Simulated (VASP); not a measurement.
A run of VASP 6.6.1:

The input INCAR:

```
SYSTEM = GaN
PREC     = Accurate       ! precision mode
ENCUT    = 520            ! plane-wave cutoff, eV
EDIFF    = 1E-6           ! SCF threshold, eV
ISMEAR   = -1             ! smearing method
SIGMA    = 0.05           ! smearing width, eV
LREAL    = .FALSE.        ! projectors in reciprocal space
LASPH    = .TRUE.         ! aspherical terms in the spheres
NELM     = 80             ! most SCF steps
ALGO     = Normal         ! electronic algorithm
ISIF     = 2              ! what is computed and relaxed
LWAVE    = .FALSE.        ! write WAVECAR
LCHARG   = .FALSE.        ! write CHGCAR
GGA      = RE             ! functional
IVDW     = 12             ! dispersion correction
NBANDS   = 16             ! bands
```

KPOINTS

```
regular mesh
0
G
  10 10 10
  0 0 0
```

The input POSCAR:

```
GaN
1.0
    0.0000000000      2.2976981147      2.2976981147
    2.2976981147      0.0000000000      2.2976981147
    2.2976981147      2.2976981147      0.0000000000
Ga N
1 1
Direct
    0.0000000000      0.0000000000      0.0000000000
    0.2500000000      0.2500000000      0.2500000000
```

Potentials or basis: VASP PAW PBE potentials, release 64 (Ga_d, N).

Launch:

```console
$ cat potpaw_PBE.64/Ga_d/POTCAR potpaw_PBE.64/N/POTCAR > POTCAR
$ mpirun -np 1 vasp_std > vasp.out
```

Hardware: 1 thread of AMD EPYC 7R13 (shared host).

Problem. Estimate the wall time of this run.

Solution. Run time: 42 s on 1 thread of AMD EPYC 7R13, with other jobs on the host, peak memory 0.13 GiB. Counts: scf iterations 13, k points 47.
